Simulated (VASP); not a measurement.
Set up this calculation in VASP 6.6.1, as the native input.

```yaml
Task: single point
Functional: PBE
Potentials_or_basis: VASP PAW PBE potentials, release 64 (Pb_d, S)
Cutoff: 520 eV
k_mesh: 6 × 6 × 6
Occupations: fermi-dirac, width 0.02 eV
Spin: no spin polarisation
Dipole_correction: no
Further_INCAR_settings: ALGO = Normal; EDIFF = 1e-06; NBANDS = 28
```

The structure of PbS lies in POSCAR:

```
PbS
1.0
    1.9800980500     -5.9566311167     -0.0651890667
    2.1798079500      6.0259628833      0.1345208333
    0.0713220167      0.0713220167      4.2793210000
Pb S
2 2
Direct
    0.8694370000      0.1305630000      0.7500000000
    0.1305630000      0.8694370000      0.2500000000
    0.6452030000      0.3547970000      0.7500000000
    0.3547970000      0.6452030000      0.2500000000
```

These files were run (other wordings do the same):

INCAR

```
  PREC = Accurate
  ENCUT = 520
  EDIFF = 1E-6
  ISMEAR = -1
  SIGMA = 0.02
  LREAL = False
  LASPH = True
  NELM = 60
  ALGO = Normal
  ISIF = 2
  LWAVE = False
  LCHARG = False
  GGA = PE
  NBANDS = 28
```

KPOINTS

```
regular mesh
0
Gamma
  6 6 6
```

Potentials or basis: VASP PAW PBE potentials, release 64 (Pb_d, S).

Run with:

```bash
$ cat potpaw_PBE.64/Pb_d/POTCAR potpaw_PBE.64/S/POTCAR > POTCAR
$ mpirun -np 1 vasp_std > vasp.out
```

It gave:

The pressure is 1.2 GPa and the largest force is 0.143 eV/Å. The band gap on the k mesh is 1.23 eV, indirect (least direct gap 1.40 eV).

Caveat: spin-orbit coupling is left out, which moves the levels of the heavy elements.

Wall time 2.4 min on 1 thread of Intel(R) Xeon(R) 6975P-C (Granite Rapids), on a shared host, peak memory 0.44 GiB.
